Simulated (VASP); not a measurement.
# Si (P-1) in VASP: single point with PBE

Aim: the single point of Si with PBE.

Program: VASP 6.6.1. These are calculated values, not measurements. Logs are shortened: lines on timing, memory, paths and dates and some standing lists are left out, and cuts for length are marked.

### 1 The cell of the first run

The typed cell holds 2 atoms: a = 3.607 Å, b = 3.607 Å, c = 3.607 Å, α = 97.80°, β = 97.80°, γ = 136.76°.

### 2 Single point, PBE (atom 1 (Si) moved by (-0.300, -0.600) A along [1 1 0] and z)

File INCAR:

```
SYSTEM = Si
PREC = Accurate
ENCUT = 520
EDIFF = 1E-6
ISMEAR = 0
SIGMA = 0.15
LREAL = .False.
LASPH = .True.
NELM = 100
ALGO = Normal
ISIF = 2
LWAVE = .False.
LCHARG = .False.
GGA = PE
NBANDS = 11
```

File KPOINTS:

```
Automatic mesh
0
Gamma
  20 20 20
  0 0 0
```

File POSCAR:

```
Si
1.0
   -2.3713723045      2.3713723045      1.3292653899
    2.3713723045     -2.3713723045      1.3292653899
    2.3713723045      2.3713723045     -1.3292653899
Si
2
Direct
   -0.0204162612      0.4795837388      0.4105446100
    0.5000000000      0.5000000000      0.0000000000
```

Potentials or basis: VASP PAW PBE potentials, release 64 (Si).

Launch:

```console
> cat potpaw_PBE.64/Si/POTCAR > POTCAR
> mpirun -np 1 vasp_std > vasp.out
```

OUTCAR:

```text
SYSTEM = Si
   PREC = Accurate
   ENCUT = 520
   EDIFF = 1E-6
   ISMEAR = 0
   LREAL = .False.
   LASPH = .True.
   NELM = 100
   ISIF = 2
   GGA = PE

 ion  position               nearest neighbor table
   1  0.980  0.480  0.411-   2 2.17   2 2.51   2 2.58   2 2.59   2 2.88   2 2.94
   2  0.500  0.500  0.000-   1 2.17   1 2.51   1 2.58   1 2.59   1 2.88   1 2.94

  LATTYP: Found a body centered tetragonal cell.
 ALAT       =     4.7427446090
 C/A-ratio  =     0.5605468983

  Lattice vectors:

 A1 = (  -2.3713723045,   2.3713723045,   1.3292653899)
 A2 = (   2.3713723045,  -2.3713723045,   1.3292653899)
 A3 = (   2.3713723045,   2.3713723045,  -1.3292653899)

Analysis of symmetry for initial positions (statically):
=====================================================================
 Subroutine PRICEL returns:
 Original cell was already a primitive cell.

 Routine SETGRP: Setting up the symmetry group for a
 body centered tetragonal supercell.

 Subroutine GETGRP returns: Found  2 space group operations
 (whereof  1 operations were pure point group operations)
 out of a pool of 16 trial point group operations.

The static configuration has the point symmetry C_1 .
 The point group associated with its full space group is S_2 .

Analysis of symmetry for dynamics (positions and initial velocities):
=====================================================================
 Subroutine PRICEL returns:
 Original cell was already a primitive cell.

 Routine SETGRP: Setting up the symmetry group for a
 body centered tetragonal supercell.

 Subroutine GETGRP returns: Found  2 space group operations
 (whereof  1 operations were pure point group operations)
 out of a pool of 16 trial point group operations.

The dynamic configuration has the point symmetry C_1 .
 The point group associated with its full space group is S_2 .

 Subroutine INISYM returns: Found  2 space group operations
 (whereof  1 operations are pure point group operations),
 and found     1 'primitive' translations

----------------------------------------------------------------------------------------

                                     Primitive cell

  volume of cell :      29.9000

  direct lattice vectors                    reciprocal lattice vectors
    -2.371372304  2.371372304  1.329265390     0.000000000  0.210848376  0.376147610
     2.371372304 -2.371372304  1.329265390     0.210848376  0.000000000  0.376147610
     2.371372304  2.371372304 -1.329265390     0.210848376  0.210848376  0.000000000

  length of vectors
     3.607458896  3.607458896  3.607458896     0.431212317  0.431212317  0.298184633

  position of ions in fractional coordinates (direct lattice)
     0.979583739  0.479583739  0.410544610
     0.500000000  0.500000000  0.000000000

  ion indices of the primitive-cell ions
   primitive index   ion index
                 1           1
                 2           2

----------------------------------------------------------------------------------------

 KPOINTS: Automatic mesh

Automatic generation of k-mesh.
 Grid dimensions read from file:
 generate k-points for:   20   20   20

 Generating k-lattice:

  Cartesian coordinates                     Fractional coordinates (reciprocal lattice)
     0.000000000  0.010542419  0.018807381     0.050000000  0.000000000  0.000000000
     0.010542419  0.000000000  0.018807381     0.000000000  0.050000000  0.000000000
     0.010542419  0.010542419  0.000000000     0.000000000  0.000000000  0.050000000

  Length of vectors
     0.021560616  0.021560616  0.014909232

  Shift w.r.t. Gamma in fractional coordinates (k-lattice)
     0.000000000  0.000000000  0.000000000

 Subroutine IBZKPT returns following result:
 ===========================================

 Found   4004 irreducible k-points:

 Following reciprocal coordinates:
            Coordinates               Weight
  0.000000  0.000000  0.000000      1.000000
  0.050000  0.000000  0.000000      2.000000
  0.050000  0.000000 -0.050000      2.000000
  0.000000  0.050000 -0.050000      2.000000
  0.000000  0.050000  0.000000      2.000000
  0.100000  0.000000 -0.000000      2.000000
[... 16 lines left out ...]
  0.300000  0.000000 -0.300000      2.000000
  0.000000  0.300000 -0.300000      2.000000
 [... further k-points ...]
   k-points           NKPTS =   4004   k-points in BZ     NKDIM =   4004   number of bands    NBANDS=     11
   number of dos      NEDOS =    301   number of ions     NIONS =      2
   total plane-waves  NPLWV =  21952
   dimension x,y,z NGX =    28 NGY =   28 NGZ =   28
   dimension x,y,z NGXF=    56 NGYF=   56 NGZF=   56
   ions per type =               2
   NGX,Y,Z   is equivalent  to a cutoff of  12.90, 12.90, 12.90 a.u.
   NGXF,Y,Z  is equivalent  to a cutoff of  25.81, 25.81, 25.81 a.u.
 SYSTEM =  Si
   PREC   = accura    normal or accurate (medium, high low for compatibility)
   ISTART =      0    job   : 0-new  1-cont  2-samecut
   ICHARG =      2    charge: 1-file 2-atom 10-const
   ISPIN  =      1    spin polarized calculation?
   LNONCOLLINEAR =      F non collinear calculations
   LSORBIT =      F    spin-orbit coupling
   LASPH  =      T    aspherical Exc in radial PAW
   ENCUT  =  520.0 eV  38.22 Ry    6.18 a.u.   6.71  6.71  6.71*2*pi/ulx,y,z
   NELM   =    100;   NELMIN=  2; NELMDL= -5     # of ELM steps
   EDIFF  = 0.1E-05   stopping-criterion for ELM
   LREAL  =      F    real-space projection
   EDIFFG = 0.1E-04   stopping-criterion for IOM
   NSW    =      0    number of steps for IOM
   IBRION =     -1    ionic relax: 0-MD 1-quasi-New 2-CG
   NFREE  =      0    steps in history (QN), initial steepest desc. (CG)
   ISIF   =      2    stress and relaxation
   ISYM   =      2    0-nonsym 1-usesym 2-fastsym
   POTIM  = 0.5000    time-step for ionic-motion
   TEBEG  =    0.0;   TEEND  =   0.0 temperature during run
   PSTRESS=    0.0 pullay stress
   NELECT =       8.0000    total number of electrons
   NUPDOWN=      -1.0000    fix difference up-down
   EMIN   =  10.00;   EMAX   =-10.00  energy-range for DOS
   EFERMI =   0.00;   METHOD = LEGACY
   ISMEAR =     0;   SIGMA  =   0.15  broadening in eV -4-tet -1-fermi 0-gaus
   EFERMI_NEDOS =   21; number of points for ismear=-14 and -15
   IALGO  =     38    algorithm
   IMIX   =      4    mixing-type and parameters
     AMIX     =   0.40;   BMIX     =  1.00
     AMIX_MAG =   1.60;   BMIX_MAG =  1.00
  volume/ion in A,a.u.               =      14.95       100.89
  Fermi-wavevector in a.u.,A,eV,Ry     =   1.054908  1.993486 15.140973  1.112830
  Thomas-Fermi vector in A             =   2.190086
   LORBIT       =      0    0 simple, 1 ext, 2 COOP (PROOUT), +10 PAW based schemes
   GGA     = PE    functional components
   LHFCALC =     F    Hartree Fock is set to
   AEXX    =    0.0000 exact exchange contribution
   IVDW    =     0    specifies the selected vdW correction
   LEPSILON=     F    determine dielectric tensor
   LRPA    =     F    only Hartree local field effects (RPA)
 non-spin polarized calculation
 Gauss-broadening in eV      SIGMA  =   0.15
  energy-cutoff  :      520.00
  volume of cell :       29.90
 maximum number of plane-waves:       820
   NGX = 13   NGY = 13   NGZ = 13

 number of electron       8.0000000 magnetization

 Free energy of the ion-electron system (eV)
  ---------------------------------------------------
  ext. energy  EPLUGINS =         0.00000000
  ---------------------------------------------------
  free energy    TOTEN  =        -9.86856687 eV

  energy without entropy =       -9.86012737  energy(sigma->0) =       -9.86434712

 E-fermi :   9.4643     XC(G=0): -10.9612

 val. band max:        9.4633059454   @ k =  -0.1500  -0.1500   0.1000
 cond. band min:       9.4645749269   @ k =   0.0500  -0.0500   0.1500
 fundamental gap:      0.0012689815
 Fermi energy:         9.4643004758

 k-point     1 :       0.0000    0.0000    0.0000
  band No.  band energies     occupation
      1      -4.6424      2.00000
      2       6.5725      2.00000
      3       7.2883      2.00000
      4       7.6328      2.00000
      5      10.5560      0.00000
      6      17.6039      0.00000
      7      18.2094      0.00000
      8      18.2116      0.00000
      9      18.2947      0.00000
     10      19.6081      0.00000
     11      20.3904      0.00000

 k-point     2 :       0.0500    0.0000    0.0000
  band No.  band energies     occupation
      1      -4.5760      2.00000
      2       6.3938      2.00000
      3       7.1790      2.00000
      4       7.9770      2.00000
      5      10.7285      0.00000
      6      16.6911      0.00000
      7      17.3867      0.00000
      8      18.1501      0.00000
      9      18.3480      0.00000
     10      19.9755      0.00000
     11      20.8415      0.00000

 k-point     3 :       0.0500    0.0000   -0.0500
  band No.  band energies     occupation
      1      -4.5760      2.00000
      2       6.4994      2.00000
      3       6.9525      2.00000
      4       8.1203      2.00000
      5      10.7075      0.00000
      6      16.6727      0.00000
      7      17.5116      0.00000
      8      17.8360      0.00000
      9      18.7334      0.00000
     10      19.7120      0.00000
     11      20.8017      0.00000
[... 267 lines left out ...]
 k-point    23 :       0.3000    0.0000   -0.3000
  band No.  band energies     occupation
      1      -2.2737      2.00000
      2       5.9551      2.00000
      3       6.4637      2.00000
      4       8.0328      2.00000
      5      11.2888      0.00000
      6      12.5582      0.00000
      7      13.2576      0.00000
      8      14.9686      0.00000
      9      15.9843      0.00000
     10      16.4387      0.00000
     11      21.7040      0.00000

 k-point    24 :       0.0000    0.3000   -0.3000
  band No.  band energies     occupation
      1      -2.2700      2.00000
      2       5.5820      2.00000
      3       7.0725      2.00000
      4       8.0058      2.00000
      5      10.8525      0.00000
      6      12.5405      0.00000
      7      13.0001      0.00000
      8      15.2694      0.00000
      9      15.8876      0.00000
     10      16.9690      0.00000
     11      22.1404      0.00000

 [... further k-points ...]

------------------------ aborting loop because EDIFF is reached ----------------------------------------

  FORCE on cell =-STRESS in cart. coord.  units (eV):
  Direction    XX          YY          ZZ          XY          YZ          ZX
  --------------------------------------------------------------------------------------
  -------------------------------------------------------------------------------------
  Total       -0.1111744      4.8172893      0.0425101     -0.2491130      0.0857210     -0.0713176
  in kB       -5.9572278    258.1321702      2.2778831    -13.3486039      4.5933202     -3.8215208
  external PRESSURE =      84.8176085 kB  Pullay stress =       0.0000000 kB

 VOLUME and BASIS-vectors are now :
 -----------------------------------------------------------------------------
  energy-cutoff  :      520.00
  volume of cell :       29.90
      direct lattice vectors                 reciprocal lattice vectors
    -2.371372304  2.371372304  1.329265390     0.000000000  0.210848376  0.376147610
     2.371372304 -2.371372304  1.329265390     0.210848376  0.000000000  0.376147610
     2.371372304  2.371372304 -1.329265390     0.210848376  0.210848376  0.000000000

 POSITION                                       TOTAL-FORCE (eV/Angst)
 -----------------------------------------------------------------------------------
     -0.21213      2.15924      1.39390         0.091072      2.951494      0.068647
      0.00000      0.00000      1.32927        -0.091072     -2.951494     -0.068647
 -----------------------------------------------------------------------------------
    total drift:                               -0.000000     -0.000000      0.000000

  FREE ENERGIE OF THE ION-ELECTRON SYSTEM (eV)
  ---------------------------------------------------
  free  energy   TOTEN  =        -9.8685668730 eV

  energy  without entropy=       -9.8601273667  energy(sigma->0) =       -9.86434712
```

Run time: 22 min. Hardware: 1 thread of Intel Xeon 8259CL, shared host; peak memory 1 GiB.

Results:

```
Free energy            : -9.8686 eV
Pressure               : 8.5 GPa
Largest force          : 2.954 eV/Å
Band gap on the k mesh : zero (bands 4 and 5 overlap by 6.28 eV)
```

Forces on the atoms (eV/Å):
```
Si   0.091  2.951  0.069
Si  -0.091 -2.951 -0.069
```

Levels at points of the mesh, in eV from the Fermi level:
```
           k point  band 1  band 2  band 3  band 4  band 5  band 6  band 7  band 8
(0.00, 0.00, 0.00)  -14.11   -2.89   -2.18   -1.83    1.09    8.14    8.75    8.75
(0.50, 0.00, 0.00)   -7.88   -7.37   -2.22   -1.96   -0.85    0.01    4.74    5.58
(0.50, 0.00, 0.50)   -8.17   -6.95   -2.52   -2.09   -1.27    1.22    4.26    5.77
(0.00, 0.50, 0.50)   -7.96   -7.27   -2.34   -1.89   -0.58   -0.27    4.80    5.51
(0.00, 0.50, 0.00)   -8.20   -6.90   -2.59   -2.04   -1.26    1.17    4.31    5.68
(0.50, 0.50, 0.00)  -10.99  -10.91    0.27    0.43    2.76    2.89    6.35    8.59
(0.00, 0.00, 0.50)  -11.81   -9.84   -1.07    1.68    2.13    3.09    7.29    7.31
(0.50, 0.50, 0.50)   -8.94   -8.76   -6.52   -6.41    4.59    6.15   13.03   13.55
```

Caveat: the cell differs from its parent crystal (atom 1 (Si) moved by (-0.300, -0.600) A along [1 1 0] and z); the cell stands under pressure; forces of over 1 eV/Å act on the atoms, so gaps and moduli don't describe the material at rest.
